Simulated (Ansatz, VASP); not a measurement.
# Two plane-wave programs on MgO

Contents of INCAR:

```
ALGO     = Normal         # electronic algorithm
EDIFF    = 1E-6           # SCF threshold, eV
ENCUT    = 600            # plane-wave cutoff, eV
GGA      = CA             # functional
GGA_COMPAT= False        
ISIF     = 2              # what is computed and relaxed
ISMEAR   = 0              # smearing method
LASPH    = True           # aspherical terms in the spheres
LCHARG   = False          # write CHGCAR
LREAL    = False          # projectors in reciprocal space
LWAVE    = False          # write WAVECAR
NBANDS   = 11             # bands
NELM     = 120            # most SCF steps
PREC     = Accurate       # precision mode
SIGMA    = 0.01           # smearing width, eV
```

The input KPOINTS:

```
k-points
0
Gamma
  10 10 10
```

File POSCAR:

```
MgO
1.0
    0.0000000000      2.1021674168      2.1021674168
    2.1021674168      0.0000000000      2.1021674168
    2.1021674168      2.1021674168      0.0000000000
Mg O
1 1
Direct
    0.0000000000      0.0000000000      0.0000000000
    0.5000000000      0.5000000000      0.5000000000
```

Input for Ansatz:

```yaml
crystal:
  lattice:
    - [0.0, 2.1021674168, 2.1021674168]
    - [2.1021674168, 0.0, 2.1021674168]
    - [2.1021674168, 2.1021674168, 0.0]
  atoms:
    - { symbol: Mg, position: [0.0, 0.0, 0.0] }
    - { symbol: O, position: [0.5, 0.5, 0.5] }
kpoints:
  mp_grid: { grid: [10, 10, 10] }
hamiltonian:
  xc: lda
scf:
  occupations: { method: fixed }
output:
  optics: { e_range: [0, 20], de: 0.05, sigma: 0.1, bands: auto }
```

Alike in both runs: task single point; functional LDA; k mesh 10 × 10 × 10; no spin polarisation.

```csv
,VASP,Ansatz
version,VASP 6.6.1,Ansatz 0.2.0
potentials or method,"VASP PAW LDA potentials, release 64 (Mg, O)","plane waves, PAW"
plane-wave cutoff (eV),600,420
occupations,"gaussian, width 0.01 eV",fixed
valence electrons in the cell,8,16
```

```tsv
	VASP	Ansatz	Ansatz less VASP
gap on the k mesh at the Fermi level (eV)	4.71	4.71	-0.001
```

LDA's correlation is that of Perdew and Zunger in VASP and of Perdew and Wang (1992) in Ansatz. VASP's potentials hold 8 valence electrons a cell and Ansatz's 16, so a difference there can come from the potentials and not from the codes.
